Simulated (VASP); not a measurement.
Input of a VASP 6.6.1 run:

The input POSCAR:

```
CuO
1.0
    2.3418500000     -1.7113000000      0.0000000000
    2.3418500000      1.7113000000      0.0000000000
   -0.8500274268      0.0000000000      5.0578693947
Cu O
2 2
Direct
    0.5000000000      0.0000000000      0.5000000000
    0.0000000000      0.5000000000      0.0000000000
    0.4184000000      0.5816000000      0.7500000000
    0.5816000000      0.4184000000      0.2500000000
```

Contents of INCAR.step1:

```
SYSTEM = CuO
PREC = Accurate
ENCUT = 520
ISMEAR = -1
SIGMA = 0.05
LREAL = .False.
LASPH = .True.
NELM = 100
NBANDS = 25
GGA = PE
ALGO = Normal
EDIFF = 1E-4
LWAVE = .True.
LCHARG = .False.
```

The input INCAR.step2:

```
SYSTEM = CuO
PREC = Accurate
ENCUT = 520
EDIFF = 1E-7
ISMEAR = -1
SIGMA = 0.05
LREAL = .False.
LASPH = .True.
NELM = 100
ALGO = Normal
ISIF = 2
LWAVE = .False.
LCHARG = .False.
METAGGA = R2SCAN
LMIXTAU = .True.
NBANDS = 25
ISTART = 1
```

File KPOINTS:

```
regular mesh
0
Gamma
  10 10 5
  0 0 0
```

Potentials or basis: VASP PAW PBE potentials, release 64 (Cu, O).

Run with:

```console
$ cat potpaw_PBE.64/Cu/POTCAR potpaw_PBE.64/O/POTCAR > POTCAR
$ cp INCAR.step1 INCAR
$ mpirun -np 1 vasp_std > vasp.out
$ cp INCAR.step2 INCAR
$ mpirun -np 1 vasp_std > vasp.out
```

Question: Predict the pressure.

Answer: -0.3 GPa.

Question: Estimate the band gap on the k mesh.

Answer: Zero (bands 17 and 18 overlap by 0.59 eV).

Forces in eV/Å, atoms in the order of the input:
```
Cu   0.000  0.000  0.000
Cu   0.000  0.000  0.000
O    0.000 -0.242  0.000
O    0.000  0.242  0.000
```

Caveat: the PAW data sets were made with another functional, which shifts forces and pressure a little; semilocal functionals often make such compounds metallic where correlation or magnetic order opens a gap, which also shifts bond lengths. With open d or f shells a metallic result of r2SCAN can be an artefact of self-interaction; +U or a hybrid may open a gap.
